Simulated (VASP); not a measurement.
Input of a VASP 6.6.1 run:

The input INCAR:

```
PREC = Accurate ; ENCUT = 520
EDIFF = 1E-6 ; ISMEAR = 0
SIGMA = 0.1 ; LREAL = F
LASPH = T ; NELM = 60
ALGO = Fast ; ISIF = 2
LWAVE = F ; LCHARG = F
GGA = PS ; NBANDS = 22
```

Contents of KPOINTS:

```
Automatic mesh
0
Gamma
  6 6 4
```

File POSCAR:

```
Bi
1.0
    4.5367400000      0.0000000000      0.0000000000
   -2.2683700000      3.9289320904      0.0000000000
    0.0000000000      0.0000000000      5.1998300000
Bi
2
Direct
    0.3333333333      0.6666666667      0.2500000000
    0.6666666667      0.3333333333      0.7500000000
```

Potentials or basis: VASP PAW PBE potentials, release 64 (Bi_d).

Command:

```console
$ cat potpaw_PBE.64/Bi_d/POTCAR > POTCAR
$ mpirun -np 1 vasp_std > vasp.out
```

(1) Estimate the pressure.

(2) What does it give for the band gap on the k mesh?

Answers

(1) -8.4 GPa.

(2) zero (bands 15 and 16 overlap by 2.28 eV).

Caveat: the stress differs along the axes, from -12 to -7 GPa; the PAW data sets were made with another functional, which shifts forces and pressure a little; spin-orbit coupling is left out, which moves the levels of the heavy elements.
